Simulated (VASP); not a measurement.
Ge: single point with r2SCAN

Crystal: Ge.

```
Ge
1.0
     1.39715   -2.60052    0.00000
     1.39715    2.60052    0.00000
     0.00000    0.00000    2.69823
Ge
1
Direct
  0.50000 0.50000 0.00000
```

| Property | Result |
| --- | --- |
| Program | VASP 6.6.1 |
| Task | single point |
| Functional | r2SCAN |
| Potentials or basis | VASP PAW PBE potentials, release 64 (Ge_d) |
| Cutoff | 520 eV |
| k mesh | 11 × 11 × 10 |
| Occupations | fermi-dirac, width 0.1 eV |
| Spin | no spin polarisation |
| Dipole correction | no |
| Further INCAR settings | ALGO = Normal; EDIFF = 1e-06; NBANDS = 13 |

- Pressure: -3.3 GPa
- Band gap on the k mesh: zero (bands 7 and 8 overlap by 9.51 eV)

Stress tensor (GPa, compression positive):
```
-2.04  0.00  0.00
 0.00 -4.68  0.00
 0.00  0.00 -3.05
```

Levels at points of the mesh, in eV from the Fermi level:
| k point | band 5 | band 6 | band 7 | band 8 | band 9 | band 10 |
| --- | --- | --- | --- | --- | --- | --- |
| (0.00, 0.00, 0.00) | -25.19 | -13.45 | 7.04 | 7.55 | 9.15 | 10.62 |
| (0.00, 0.00, 0.50) | -25.23 | -9.51 | -5.87 | 10.60 | 12.20 | 16.79 |

Wall time 2.3 min on 1 thread of Intel Xeon 8259CL (shared host), peak memory 0.17 GiB.

Caveat: the cell stands under tension; the PAW data sets were made with another functional, which shifts forces and pressure a little.
